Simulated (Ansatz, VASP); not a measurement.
## One calculation of LiH, two programs

The input INCAR:

```
SYSTEM = LiH
PREC = Accurate
ENCUT = 520
EDIFF = 1E-7
ISMEAR = 0
SIGMA = 0.1
LREAL = .False.
LASPH = .True.
NELM = 60
ALGO = Normal
ISIF = 2
LWAVE = .False.
LCHARG = .True.
GGA = PE
LELF = .True.
LVHAR = .True.
NBANDS = 12
```

KPOINTS

```
regular mesh
0
Gamma
  4 6 4
  0 0 0
```

POSCAR

```
LiH
1.0
    4.9914183400      0.0000000000      0.0000000000
    0.0000000000      3.1196364600      0.0000000000
    0.0000000000      0.0000000000      5.4033688500
Li H
2 2
Direct
    0.0000000000      0.0000000000      0.0000000000
    0.0000000000      0.5000000000      0.5000000000
    0.7600000000      0.0000000000      0.6666666700
    0.2400000000      0.0000000000      0.3333333300
```

Input for Ansatz:

```yaml
crystal:
  lattice:
    - [4.99141834, 0.0, 0.0]
    - [0.0, 3.11963646, 0.0]
    - [0.0, 0.0, 5.40336885]
  atoms:
    - { symbol: Li, position: [0.0, 0.0, 0.0] }
    - { symbol: Li, position: [0.0, 0.5, 0.5] }
    - { symbol: H, position: [0.76, 0.0, 0.66666667] }
    - { symbol: H, position: [0.24, 0.0, 0.33333333] }
basis:
  ecutwfc: 420
kpoints:
  mp_grid: { grid: [4, 6, 4] }
hamiltonian:
  xc: pbe
scf:
  occupations: { method: gaussian, width: 0.1 }
  lower_state_search: "off"
output:
  forces: true
  stress: true
  eigenvalues: true
```

Change from the starting cell: ordered vacancies on the anion sites of cadmium iodide (P2/m, No. 10).

Alike in both runs: task single point; functional PBE; k mesh 4 × 6 × 4; occupations gaussian, width 0.1 eV; no spin polarisation.

```csv
,VASP,Ansatz
version,VASP 6.6.1,Ansatz 0.2.0
potentials or method,"VASP PAW PBE potentials, release 64 (Li_sv, H), cutoff 520 eV","scalar-relativistic, plane waves, PAW"
valence electrons in the cell,8,8
```

Ansatz gave:

| Property | Result |
| --- | --- |
| gap on the k mesh at the Fermi level (eV) | 1.04 |
| least direct gap on the mesh (eV) | 1.58 |
| rms of the force components (eV/Å) | 0.497 |

Which values does VASP return?

gap on the k mesh at the Fermi level (eV): 1.04; least direct gap on the mesh (eV): 1.58; rms of the force components (eV/Å): 0.496.

Atom by atom the forces differ by 0.001 eV/Å (rms over components).

Noted on VASP's run: the cutoff is short for stress, so the pressure is rough.
